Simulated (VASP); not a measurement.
# MgI2 (P-3m1) in VASP: notebook

MgI2 is run at these levels: PBE, LDA, r2SCAN; tasks: single point.

All numbers are computed with VASP 6.6.1; they aren't measurements. Logs are shortened: lines on timing, memory, paths and dates and some standing lists are left out, and cuts for length are marked.

## 1. The cell of the first run

The structure is trigonal, space group P-3m1 (No. 164). Conventional cell: a = 4.157 Å, b = 4.157 Å, c = 6.873 Å, α = 90.00°, β = 90.00°, γ = 120.00°. Mg (site symmetry -3m) has 6 I at 2.92 Å within 3.8 Å. I (site symmetry 3m) has 3 Mg at 2.92 Å within 3.8 Å.

## 2. Single point, PBE

Input file INCAR:

```
SYSTEM = MgI2
PREC = Accurate
ENCUT = 520
EDIFF = 1E-7
ISMEAR = 0
SIGMA = 0.01
LREAL = .FALSE.
LASPH = .TRUE.
NELM = 60
ALGO = Normal
ISIF = 2
LWAVE = .FALSE.
LCHARG = .FALSE.
GGA = PE
NBANDS = 15
```

Input file KPOINTS:

```
Automatic mesh
0
G
  6 6 2
  0 0 0
```

Input file POSCAR:

```
MgI2
1.0
    4.1572130713      0.0000000000      0.0000000000
   -2.0786065356      3.6002521287      0.0000000000
    0.0000000000      0.0000000000      6.8733252316
Mg I
1 2
Direct
    0.0000000000      0.0000000000      0.0000000000
    0.3333333333      0.6666666667      0.2426220932
    0.6666666667      0.3333333333      0.7573779068
```

Potentials or basis: VASP PAW PBE potentials, release 64 (Mg, I).

Command:

```bash
> cat potpaw_PBE.64/Mg/POTCAR potpaw_PBE.64/I/POTCAR > POTCAR
> mpirun -np 1 vasp_std > vasp.out
```

OUTCAR:

```text
SYSTEM = MgI2
   PREC = Accurate
   ENCUT = 520
   EDIFF = 1E-7
   ISMEAR = 0
   LREAL = .FALSE.
   LASPH = .TRUE.
   NELM = 60
   ISIF = 2
   GGA = PE

 ion  position               nearest neighbor table
   1  0.000  0.000  0.000-   2 2.92   3 2.92   2 2.92   3 2.92   3 2.92   2 2.92
   2  0.333  0.667  0.243-   1 2.92   1 2.92   1 2.92
   3  0.667  0.333  0.757-   1 2.92   1 2.92   1 2.92

  LATTYP: Found a hexagonal cell.
 ALAT       =     4.1572130713
 C/A-ratio  =     1.6533492784

  Lattice vectors:

 A1 = (   4.1572130713,   0.0000000000,   0.0000000000)
 A2 = (  -2.0786065356,   3.6002521287,   0.0000000000)
 A3 = (   0.0000000000,   0.0000000000,   6.8733252316)

Analysis of symmetry for initial positions (statically):
=====================================================================
 Subroutine PRICEL returns:
 Original cell was already a primitive cell.

 Routine SETGRP: Setting up the symmetry group for a
 hexagonal supercell.

 Subroutine GETGRP returns: Found 12 space group operations
 (whereof 12 operations were pure point group operations)
 out of a pool of 24 trial point group operations.

The static configuration has the point symmetry D_3d.

Analysis of symmetry for dynamics (positions and initial velocities):
=====================================================================
 Subroutine PRICEL returns:
 Original cell was already a primitive cell.

 Routine SETGRP: Setting up the symmetry group for a
 hexagonal supercell.

 Subroutine GETGRP returns: Found 12 space group operations
 (whereof 12 operations were pure point group operations)
 out of a pool of 24 trial point group operations.

The dynamic configuration has the point symmetry D_3d.

 Subroutine INISYM returns: Found 12 space group operations
 (whereof 12 operations are pure point group operations),
 and found     1 'primitive' translations

----------------------------------------------------------------------------------------

                                     Primitive cell

  volume of cell :     102.8732

  direct lattice vectors                    reciprocal lattice vectors
     4.157213071  0.000000000  0.000000000     0.240545765  0.138879162  0.000000000
    -2.078606536  3.600252129  0.000000000     0.000000000  0.277758325  0.000000000
     0.000000000  0.000000000  6.873325232     0.000000000  0.000000000  0.145489987

  length of vectors
     4.157213071  4.157213071  6.873325232     0.277758325  0.277758325  0.145489987

  position of ions in fractional coordinates (direct lattice)
     0.000000000  0.000000000  0.000000000
     0.333333333  0.666666667  0.242622093
     0.666666667  0.333333333  0.757377907

  ion indices of the primitive-cell ions
   primitive index   ion index
                 1           1
                 2           2
                 3           3

----------------------------------------------------------------------------------------

 KPOINTS: Automatic mesh

Automatic generation of k-mesh.
 Grid dimensions read from file:
 generate k-points for:    6    6    2

 Generating k-lattice:

  Cartesian coordinates                     Fractional coordinates (reciprocal lattice)
     0.040090961  0.023146527  0.000000000     0.166666667 -0.000000000  0.000000000
     0.000000000  0.046293054  0.000000000     0.000000000  0.166666667  0.000000000
     0.000000000  0.000000000  0.072744994     0.000000000  0.000000000  0.500000000

  Length of vectors
     0.046293054  0.046293054  0.072744994

  Shift w.r.t. Gamma in fractional coordinates (k-lattice)
     0.000000000  0.000000000  0.000000000

 Subroutine IBZKPT returns following result:
 ===========================================

 Found     14 irreducible k-points:

 Following reciprocal coordinates:
            Coordinates               Weight
  0.000000  0.000000  0.000000      1.000000
  0.166667  0.000000  0.000000      6.000000
  0.333333  0.000000  0.000000      6.000000
  0.500000  0.000000  0.000000      3.000000
  0.166667  0.166667  0.000000      6.000000
  0.333333  0.166667  0.000000     12.000000
  0.333333  0.333333  0.000000      2.000000
  0.000000  0.000000  0.500000      1.000000
  0.166667  0.000000  0.500000      6.000000
  0.333333  0.000000  0.500000      6.000000
  0.500000  0.000000  0.500000      3.000000
  0.166667  0.166667  0.500000      6.000000
  0.333333  0.166667  0.500000     12.000000
  0.333333  0.333333  0.500000      2.000000
   k-points           NKPTS =     14   k-points in BZ     NKDIM =     14   number of bands    NBANDS=     15
   number of dos      NEDOS =    301   number of ions     NIONS =      3
   total plane-waves  NPLWV =  55296
   dimension x,y,z NGX =    32 NGY =   32 NGZ =   54
   dimension x,y,z NGXF=    64 NGYF=   64 NGZF=  108
   ions per type =               1   2
   NGX,Y,Z   is equivalent  to a cutoff of  12.80, 12.80, 13.06 a.u.
   NGXF,Y,Z  is equivalent  to a cutoff of  25.59, 25.59, 26.12 a.u.
 SYSTEM =  MgI2
   PREC   = accura    normal or accurate (medium, high low for compatibility)
   ISTART =      0    job   : 0-new  1-cont  2-samecut
   ICHARG =      2    charge: 1-file 2-atom 10-const
   ISPIN  =      1    spin polarized calculation?
   LNONCOLLINEAR =      F non collinear calculations
   LSORBIT =      F    spin-orbit coupling
   LASPH  =      T    aspherical Exc in radial PAW
   ENCUT  =  520.0 eV  38.22 Ry    6.18 a.u.   7.73  7.73 12.78*2*pi/ulx,y,z
   NELM   =     60;   NELMIN=  2; NELMDL= -5     # of ELM steps
   EDIFF  = 0.1E-06   stopping-criterion for ELM
   LREAL  =      F    real-space projection
   EDIFFG = 0.1E-05   stopping-criterion for IOM
   NSW    =      0    number of steps for IOM
   IBRION =     -1    ionic relax: 0-MD 1-quasi-New 2-CG
   NFREE  =      0    steps in history (QN), initial steepest desc. (CG)
   ISIF   =      2    stress and relaxation
   ISYM   =      2    0-nonsym 1-usesym 2-fastsym
   POTIM  = 0.5000    time-step for ionic-motion
   TEBEG  =    0.0;   TEEND  =   0.0 temperature during run
   PSTRESS=    0.0 pullay stress
   NELECT =      16.0000    total number of electrons
   NUPDOWN=      -1.0000    fix difference up-down
   EMIN   =  10.00;   EMAX   =-10.00  energy-range for DOS
   EFERMI =   0.00;   METHOD = LEGACY
   ISMEAR =     0;   SIGMA  =   0.01  broadening in eV -4-tet -1-fermi 0-gaus
   EFERMI_NEDOS =   21; number of points for ismear=-14 and -15
   IALGO  =     38    algorithm
   IMIX   =      4    mixing-type and parameters
     AMIX     =   0.40;   BMIX     =  1.00
     AMIX_MAG =   1.60;   BMIX_MAG =  1.00
  volume/ion in A,a.u.               =      34.29       231.41
  Fermi-wavevector in a.u.,A,eV,Ry     =   0.880402  1.663718 10.545969  0.775107
  Thomas-Fermi vector in A             =   2.000757
   LORBIT       =      0    0 simple, 1 ext, 2 COOP (PROOUT), +10 PAW based schemes
   GGA     = PE    functional components
   LHFCALC =     F    Hartree Fock is set to
   AEXX    =    0.0000 exact exchange contribution
   IVDW    =     0    specifies the selected vdW correction
   LEPSILON=     F    determine dielectric tensor
   LRPA    =     F    only Hartree local field effects (RPA)
 non-spin polarized calculation
 Gauss-broadening in eV      SIGMA  =   0.01
  energy-cutoff  :      520.00
  volume of cell :      102.87
 maximum number of plane-waves:      2814
 NGX is ok and might be reduce to    32
   NGX = 15   NGY = 15   NGZ = 25

 number of electron      16.0000001 magnetization

 Free energy of the ion-electron system (eV)
  ---------------------------------------------------
  ext. energy  EPLUGINS =         0.00000000
  ---------------------------------------------------
  free energy    TOTEN  =        -7.69798683 eV

  energy without entropy =       -7.69798683  energy(sigma->0) =       -7.69798683

 E-fermi :   2.3447     XC(G=0):  -8.2007

 val. band max:        2.2915408704   @ k =   0.0000   0.0000   0.0000
 cond. band min:       5.8129412551   @ k =   0.5000   0.0000   0.5000
 fundamental gap:      3.5214003847
 Fermi energy:         2.3447052070

 k-point     1 :       0.0000    0.0000    0.0000
  band No.  band energies     occupation
      1      -9.7826      2.00000
      2      -9.0753      2.00000
      3      -1.2438      2.00000
      4       1.8276      2.00000
      5       1.8276      2.00000
      6       2.2072      2.00000
      7       2.2072      2.00000
      8       2.2915      2.00000
      9       5.9668      0.00000
     10       7.0492      0.00000
     11       8.9675      0.00000
     12       8.9675      0.00000
     13       9.7606      0.00000
     14      10.4283      0.00000
     15      10.4283      0.00000

 k-point     2 :       0.1667    0.0000    0.0000
  band No.  band energies     occupation
      1      -9.6422      2.00000
      2      -9.0045      2.00000
      3      -1.0511      2.00000
      4       0.8439      2.00000
      5       1.3580      2.00000
      6       1.5188      2.00000
      7       2.1526      2.00000
      8       2.1914      2.00000
      9       6.8352      0.00000
     10       7.6779      0.00000
     11       8.4753      0.00000
     12       9.3296      0.00000
     13       9.4799      0.00000
     14      10.2809      0.00000
     15      10.8172      0.00000
[... 185 lines left out ...]
      3      -1.1400      2.00000
      4      -0.6682      2.00000
      5       0.3476      2.00000
      6       0.7420      2.00000
      7       1.5789      2.00000
      8       1.7079      2.00000
      9       6.5575      0.00000
     10       7.8754      0.00000
     11       8.5362      0.00000
     12       9.1678      0.00000
     13       9.3860      0.00000
     14      10.5658      0.00000
     15      11.4872      0.00000

 k-point    14 :       0.3333    0.3333    0.5000
  band No.  band energies     occupation
      1      -8.9023      2.00000
      2      -8.9023      2.00000
      3      -0.8788      2.00000
      4      -0.4752      2.00000
      5      -0.4752      2.00000
      6       0.0779      2.00000
      7       1.7408      2.00000
      8       1.7408      2.00000
      9       7.0786      0.00000
     10       8.0522      0.00000
     11       8.0522      0.00000
     12       9.6260      0.00000
     13      10.5875      0.00000
     14      10.8562      0.00000
     15      11.0860      0.00000

------------------------ aborting loop because EDIFF is reached ----------------------------------------

  FORCE on cell =-STRESS in cart. coord.  units (eV):
  Direction    XX          YY          ZZ          XY          YZ          ZX
  --------------------------------------------------------------------------------------
  -------------------------------------------------------------------------------------
  Total        0.6453864      0.6453864      0.7802934      0.0000000      0.0000000      0.0000000
  in kB       10.0514395     10.0514395     12.1525215      0.0000000      0.0000000      0.0000000
  external PRESSURE =      10.7518002 kB  Pullay stress =       0.0000000 kB

 VOLUME and BASIS-vectors are now :
 -----------------------------------------------------------------------------
  energy-cutoff  :      520.00
  volume of cell :      102.87
      direct lattice vectors                 reciprocal lattice vectors
     4.157213071  0.000000000  0.000000000     0.240545765  0.138879162  0.000000000
    -2.078606536  3.600252129  0.000000000     0.000000000  0.277758325  0.000000000
     0.000000000  0.000000000  6.873325232     0.000000000  0.000000000  0.145489987

 POSITION                                       TOTAL-FORCE (eV/Angst)
 -----------------------------------------------------------------------------------
      0.00000      0.00000      0.00000         0.000000      0.000000      0.000000
     -0.00000      2.40017      1.66762         0.000000     -0.000000      0.000917
      2.07861      1.20008      5.20570        -0.000000      0.000000     -0.000917
 -----------------------------------------------------------------------------------
    total drift:                               -0.000000      0.000000      0.000000

  FREE ENERGIE OF THE ION-ELECTRON SYSTEM (eV)
  ---------------------------------------------------
  free  energy   TOTEN  =        -7.6979868291 eV

  energy  without entropy=       -7.6979868291  energy(sigma->0) =       -7.69798683
```

Wall time 26 s (1 thread of AMD EPYC 7R13 (Zen 3), shared host); peak memory 0.2 GiB.

What came out:

| Property | Result |
| --- | --- |
| Free energy | -7.6980 eV |
| Pressure | 1.1 GPa |
| Band gap on the k mesh | 3.52 eV, indirect (least direct gap 3.68 eV) |

Caveat: the k points lie up to 0.46 Å⁻¹ apart; spin-orbit coupling is left out, which moves the levels of the heavy elements; this functional lacks dispersion, which binds the layers, so the pressure and a relaxed spacing across them are unreliable. A k mesh can miss the band edges.

## 3. Single point, PBE

Input file INCAR:

```
PREC     = Accurate       # precision mode
ENCUT    = 520            # plane-wave cutoff, eV
EDIFF    = 1E-6           # SCF threshold, eV
ISMEAR   = 0              # smearing method
SIGMA    = 0.01           # smearing width, eV
LREAL    = F              # projectors in reciprocal space
LASPH    = T              # aspherical terms in the spheres
NELM     = 60             # most SCF steps
ALGO     = Normal         # electronic algorithm
ISIF     = 2              # what is computed and relaxed
LWAVE    = F              # write WAVECAR
LCHARG   = F              # write CHGCAR
GGA      = PE             # functional
NBANDS   = 15             # bands
```

Input file KPOINTS:

```
regular mesh
0
Gamma
  6 6 2
```

POSCAR is that of step 2.

Potentials or basis: VASP PAW PBE potentials, release 64 (Mg, I).

Command:

```bash
> cat potpaw_PBE.64/Mg/POTCAR potpaw_PBE.64/I/POTCAR > POTCAR
> mpirun -np 1 vasp_std > vasp.out
```

Wall time 18 s (1 thread of AMD EPYC 7R13 (Zen 3), shared host); peak memory 0.2 GiB.

The run converged. Its results:

- Free energy: -7.6980 eV
- Pressure: 1.1 GPa
- Band gap on the k mesh: 3.52 eV, indirect (least direct gap 3.67 eV)

Stress tensor (GPa, compression positive):
```
1.00 0.00 0.00
0.00 1.00 0.00
0.00 0.00 1.21
```

Levels at points of the mesh, in eV from the valence-band top:
| k point | band 4 | band 5 | band 6 | band 7 | band 8 | band 9 | band 10 | band 11 | band 12 | band 13 |
| --- | --- | --- | --- | --- | --- | --- | --- | --- | --- | --- |
| (0.00, 0.00, 0.00) | -0.46 | -0.46 | -0.08 | -0.08 | 0.00 | 3.67 | 4.76 | 6.68 | 6.68 | 7.47 |
| (0.50, 0.00, 0.00) | -2.81 | -1.87 | -1.39 | -0.91 | -0.46 | 3.62 | 5.31 | 5.51 | 6.93 | 7.98 |
| (0.00, 0.00, 0.50) | -1.45 | -0.36 | -0.36 | -0.19 | -0.19 | 4.63 | 4.84 | 6.49 | 6.49 | 7.80 |
| (0.50, 0.00, 0.50) | -3.20 | -1.22 | -1.13 | -0.80 | -0.70 | 3.52 | 5.20 | 5.68 | 6.06 | 7.70 |

Caveat: the k points lie up to 0.46 Å⁻¹ apart; spin-orbit coupling is left out, which moves the levels of the heavy elements; this functional lacks dispersion, which binds the layers, so the pressure and a relaxed spacing across them are unreliable.

## 4. Single point, LDA

Input file INCAR:

```
SYSTEM = MgI2
ALGO = Normal
EDIFF = 1E-6
ENCUT = 520
GGA = CA
ISIF = 2
ISMEAR = 0
LASPH = .TRUE.
LCHARG = .FALSE.
LREAL = .FALSE.
LWAVE = .FALSE.
NBANDS = 15
NELM = 80
PREC = Accurate
SIGMA = 0.01
```

Input file KPOINTS:

```
k-points
0
G
  6 6 2
  0 0 0
```

POSCAR is that of step 3.

Potentials or basis: VASP PAW LDA potentials, release 64 (Mg, I).

Command:

```bash
> cat potpaw_LDA.64/Mg/POTCAR potpaw_LDA.64/I/POTCAR > POTCAR
> mpirun -np 1 vasp_std > vasp.out
```

Wall time 17 s (1 thread of AMD EPYC 7R13 (Zen 3), shared host); peak memory 0.16 GiB.

It converged, with:

* Free energy: -9.0650 eV
* Pressure: -1.6 GPa
* Largest force: 0.163 eV/Å
* Band gap on the k mesh: 3.36 eV, indirect (least direct gap 3.42 eV)

Forces on the atoms (eV/Å):
```
Mg   0.000  0.000  0.000
I    0.000  0.000 -0.163
I    0.000  0.000  0.163
```

Stress tensor (GPa, compression positive):
```
-1.71  0.00  0.00
 0.00 -1.71  0.00
 0.00  0.00 -1.44
```

Levels at points of the mesh, in eV from the valence-band top:
| k point | band 4 | band 5 | band 6 | band 7 | band 8 | band 9 | band 10 | band 11 | band 12 | band 13 |
| --- | --- | --- | --- | --- | --- | --- | --- | --- | --- | --- |
| (0.00, 0.00, 0.00) | -0.47 | -0.47 | -0.09 | -0.09 | 0.00 | 3.42 | 4.59 | 6.57 | 6.57 | 7.37 |
| (0.50, 0.00, 0.00) | -2.85 | -1.90 | -1.41 | -0.94 | -0.47 | 3.47 | 5.14 | 5.35 | 6.82 | 7.88 |
| (0.00, 0.00, 0.50) | -1.51 | -0.37 | -0.37 | -0.19 | -0.19 | 4.44 | 4.66 | 6.39 | 6.39 | 7.73 |
| (0.50, 0.00, 0.50) | -3.25 | -1.23 | -1.15 | -0.82 | -0.72 | 3.36 | 5.01 | 5.57 | 5.91 | 7.61 |

Caveat: the k points lie up to 0.46 Å⁻¹ apart; spin-orbit coupling is left out, which moves the levels of the heavy elements.

(Part 1 of 2 ends here.)
